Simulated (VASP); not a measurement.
# Ba (I4/mmm) in VASP: notebook, part 2 of 2

VASP 6.6.1. The steps go on from the part before.

**4. Single point, PBEsol (strain +0.080 along x and y, -0.080 along z)**

Input file INCAR:

```
SYSTEM = Ba
PREC     = Accurate       ! precision mode
ENCUT    = 520            ! plane-wave cutoff, eV
EDIFF    = 1E-6           ! SCF threshold, eV
ISMEAR   = 0              ! smearing method
SIGMA    = 0.15           ! smearing width, eV
LREAL    = .False.        ! projectors in reciprocal space
LASPH    = .True.         ! aspherical terms in the spheres
NELM     = 80             ! most SCF steps
ALGO     = Fast           ! electronic algorithm
ISIF     = 2              ! what is computed and relaxed
LWAVE    = .False.        ! write WAVECAR
LCHARG   = .True.         ! write CHGCAR
GGA      = PS             ! functional
LELF     = .True.         ! ELF
LVHAR    = .True.       
NBANDS   = 11             ! bands
```

Input file KPOINTS:

```
Automatic mesh
0
Gamma
  14 14 14
  0 0 0
```

Input file POSCAR:

```
Ba
1.0
   -2.7000000000      2.7000000000      2.3000000000
    2.7000000000     -2.7000000000      2.3000000000
    2.7000000000      2.7000000000     -2.3000000000
Ba
1
Direct
    0.0000000000      0.0000000000      0.0000000000
```

Potentials or basis: VASP PAW PBE potentials, release 64 (Ba_sv).

The run is started by

```bash
> cat potpaw_PBE.64/Ba_sv/POTCAR > POTCAR
> mpirun -np 1 vasp_std > vasp.out
```

OUTCAR:

```text
SYSTEM = Ba
   PREC = Accurate
   ENCUT = 520
   EDIFF = 1E-6
   ISMEAR = 0
   LREAL = .False.
   LASPH = .True.
   NELM = 80
   ISIF = 2
   GGA = PS

 ion  position               nearest neighbor table
   1  0.000  0.000  0.000-

  LATTYP: Found a body centered tetragonal cell.
 ALAT       =     5.4000000000
 C/A-ratio  =     0.8518518519

  Lattice vectors:

 A1 = (  -2.7000000000,   2.7000000000,   2.3000000000)
 A2 = (   2.7000000000,  -2.7000000000,   2.3000000000)
 A3 = (   2.7000000000,   2.7000000000,  -2.3000000000)

Analysis of symmetry for initial positions (statically):
=====================================================================
 Subroutine PRICEL returns:
 Original cell was already a primitive cell.

 Routine SETGRP: Setting up the symmetry group for a
 body centered tetragonal supercell.

 Subroutine GETGRP returns: Found 16 space group operations
 (whereof 16 operations were pure point group operations)
 out of a pool of 16 trial point group operations.

The static configuration has the point symmetry D_4h.

Analysis of symmetry for dynamics (positions and initial velocities):
=====================================================================
 Subroutine PRICEL returns:
 Original cell was already a primitive cell.

 Routine SETGRP: Setting up the symmetry group for a
 body centered tetragonal supercell.

 Subroutine GETGRP returns: Found 16 space group operations
 (whereof 16 operations were pure point group operations)
 out of a pool of 16 trial point group operations.

The dynamic configuration has the point symmetry D_4h.

 Subroutine INISYM returns: Found 16 space group operations
 (whereof 16 operations are pure point group operations),
 and found     1 'primitive' translations

----------------------------------------------------------------------------------------

                                     Primitive cell
[... 109 lines left out ...]
     AMIX_MAG =   1.60;   BMIX_MAG =  1.00
  volume/ion in A,a.u.               =      67.07       452.60
  Fermi-wavevector in a.u.,A,eV,Ry     =   0.868100  1.640471 10.253316  0.753597
  Thomas-Fermi vector in A             =   1.986730
   LORBIT       =      0    0 simple, 1 ext, 2 COOP (PROOUT), +10 PAW based schemes
   GGA     = PS    functional components
   LHFCALC =     F    Hartree Fock is set to
   AEXX    =    0.0000 exact exchange contribution
   IVDW    =     0    specifies the selected vdW correction
   LEPSILON=     F    determine dielectric tensor
   LRPA    =     F    only Hartree local field effects (RPA)
 non-spin polarized calculation
 RMM-DIIS sequential band-by-band and
 Gauss-broadening in eV      SIGMA  =   0.15
  energy-cutoff  :      520.00
  volume of cell :       67.07
 maximum number of plane-waves:      1834
 NGX is ok and might be reduce to    36
   NGX = 17   NGY = 17   NGZ = 17

 number of electron      10.0000000 magnetization

 Free energy of the ion-electron system (eV)
  ---------------------------------------------------
  ext. energy  EPLUGINS =         0.00000000
  ---------------------------------------------------
  free energy    TOTEN  =        -2.10726091 eV

  energy without entropy =       -2.09359995  energy(sigma->0) =       -2.10043043

 E-fermi :   1.3630     XC(G=0):  -7.3042

 val. band max:        1.3479208184   @ k =  -0.2857  -0.3571   0.2143
 cond. band min:       1.3687397733   @ k =   0.3571   0.2143   0.1429
 fundamental gap:      0.0208189549
 Fermi energy:         1.3629817359

 k-point     1 :       0.0000    0.0000    0.0000
  band No.  band energies     occupation
      1     -27.6374      2.00000
      2     -12.6045      2.00000
      3     -12.6045      2.00000
      4     -12.5845      2.00000
      5      -1.3911      2.00000
      6       2.5246      0.00000
      7       3.5115      0.00000
      8       3.5115      0.00000
      9       3.6582      0.00000
     10       5.0283      0.00000
     11       7.7680      0.00000
[... 309 lines left out ...]
 k-point    24 :       0.2857    0.1429    0.0000
  band No.  band energies     occupation
      1     -27.6044      2.00000
      2     -12.9261      2.00000
      3     -12.7130      2.00000
      4     -12.6578      2.00000
      5       0.5351      2.00000
      6       1.9102      0.00000
      7       2.1917      0.00000
      8       4.1134      0.00000
      9       5.0870      0.00000
     10       5.5658      0.00000
     11       7.7547      0.00000

 [... further k-points ...]
[... 5 lines left out ...]
  --------------------------------------------------------------------------------------
  -------------------------------------------------------------------------------------
  Total       -0.5446298     -0.5446298     -0.1332761      0.0000000      0.0000000      0.0000000
  in kB      -13.0105795    -13.0105795     -3.1838122      0.0000000      0.0000000      0.0000000
  external PRESSURE =      -9.7349904 kB  Pullay stress =       0.0000000 kB

 VOLUME and BASIS-vectors are now :
 -----------------------------------------------------------------------------
  energy-cutoff  :      520.00
  volume of cell :       67.07
      direct lattice vectors                 reciprocal lattice vectors
    -2.700000000  2.700000000  2.300000000     0.000000000  0.185185185  0.217391304
     2.700000000 -2.700000000  2.300000000     0.185185185  0.000000000  0.217391304
     2.700000000  2.700000000 -2.300000000     0.185185185  0.185185185  0.000000000

 POSITION                                       TOTAL-FORCE (eV/Angst)
 -----------------------------------------------------------------------------------
      0.00000      0.00000      0.00000        -0.000000     -0.000000     -0.000000
 -----------------------------------------------------------------------------------
    total drift:                               -0.000000      0.000000      0.000000

  FREE ENERGIE OF THE ION-ELECTRON SYSTEM (eV)
  ---------------------------------------------------
  free  energy   TOTEN  =        -2.1072609145 eV

  energy  without entropy=       -2.0935999462  energy(sigma->0) =       -2.10043043
```

OSZICAR:

```text
N       E                     dE             d eps       ncg     rms          rms(c)
DAV:   1     0.557201709197E+02    0.55720E+02   -0.41525E+03  5368   0.740E+02
DAV:   2     0.816940147439E+00   -0.54903E+02   -0.53533E+02  6405   0.135E+02
DAV:   3    -0.201109559709E+01   -0.28280E+01   -0.28066E+01  6933   0.323E+01
DAV:   4    -0.210454557590E+01   -0.93450E-01   -0.93186E-01  7046   0.531E+00
DAV:   5    -0.210702524358E+01   -0.24797E-02   -0.24791E-02  7102   0.722E-01    0.147E+00
RMM:   6    -0.210698903582E+01    0.36208E-04   -0.26943E-03  5659   0.510E-01    0.879E-01
RMM:   7    -0.210705182311E+01   -0.62787E-04   -0.59858E-03  6146   0.803E-01    0.411E-02
RMM:   8    -0.210723856592E+01   -0.18674E-03   -0.12444E-03  7767   0.147E-01    0.254E-02
RMM:   9    -0.210725558296E+01   -0.17017E-04   -0.11146E-04  8150   0.501E-02    0.155E-02
RMM:  10    -0.210726047154E+01   -0.48886E-05   -0.27579E-05  7989   0.336E-02    0.275E-03
RMM:  11    -0.210726091451E+01   -0.44297E-06   -0.51867E-06  6743   0.107E-02
   1 F= -.21072609E+01 E0= -.21004304E+01  d E =-.136610E-01
```

stdout:

```text
POSCAR found type information on POSCAR Ba
 POSCAR found :  1 types and       1 ions
 scaLAPACK will be used
 -----------------------------------------------------------------------------
|                                                                             |
|                                                                             |
|     You enforced a specific xc type in the INCAR file but a different       |
|     I HOPE YOU KNOW WHAT YOU ARE DOING!                                     |
|                                                                             |
 -----------------------------------------------------------------------------

 LDA part: xc-table for (Slater+PW92), standard interpolation
 POSCAR, INCAR and KPOINTS ok, starting setup
 FFT: planning ... GRIDC
 FFT: planning ... GRID_SOFT
 FFT: planning ... GRID
 WAVECAR not read
 entering main loop
```

Run time: 2.6 min. Hardware: 1 thread of Intel Xeon Platinum 8259CL at 2.50GHz (Skylake/Cascade Lake), shared host; peak memory 0.34 GiB.

Results:

```yaml
Free_energy: -2.1073 eV
Pressure: -1.0 GPa
Band_gap_on_the_k_mesh: zero (bands 5 and 6 overlap by 0.69 eV)
```

Stress tensor (GPa, compression positive):
```
-1.30  0.00  0.00
 0.00 -1.30  0.00
 0.00  0.00 -0.32
```

Levels at points of the mesh, in eV from the Fermi level:
```tsv
k point	band 1	band 2	band 3	band 4	band 5	band 6	band 7	band 8	band 9	band 10
(0.00, 0.00, 0.00)	-29.00	-13.97	-13.97	-13.95	-2.75	1.16	2.15	2.15	2.30	3.67
(0.50, 0.00, 0.00)	-28.96	-14.35	-14.09	-14.00	-0.84	0.39	1.27	2.95	4.30	4.77
(0.50, 0.50, 0.00)	-28.97	-14.34	-14.03	-13.95	-0.99	0.77	1.39	2.20	3.15	4.76
(0.50, 0.50, 0.50)	-28.95	-14.26	-14.26	-14.13	-0.57	-0.39	3.45	3.45	4.39	4.39
```

Caveat: the cell differs from its parent crystal (strain +0.080 along x and y, -0.080 along z); the PAW data sets were made with another functional, which shifts forces and pressure a little; spin-orbit coupling is left out, which moves the levels of the heavy elements.

**5. Summary**

```tsv
cell	gap on the mesh (eV)	pressure (GPa)
a = 4.337 Å, angles 106.3, 106.3, 115.9°, 1 atom	none	-0.5
a = 4.391 Å, angles 107.4, 107.4, 113.7°, 1 atom	none	-0.8
a = 4.458 Å, angles 105.4, 105.4, 117.9°, 1 atom	none	-1.0
```

Alike in all rows: task single point; level PBEsol; potentials or basis VASP PAW PBE potentials, release 64 (Ba_sv); no spin polarisation; k mesh 14 × 14 × 14; cutoff (eV) 520; smearing gaussian 0.15 eV.

Caveats: the PAW data sets were made with another functional, which shifts forces and pressure a little; spin-orbit coupling is left out, which moves the levels of the heavy elements.

Absolute energies hang on the potentials; compare differences alone.
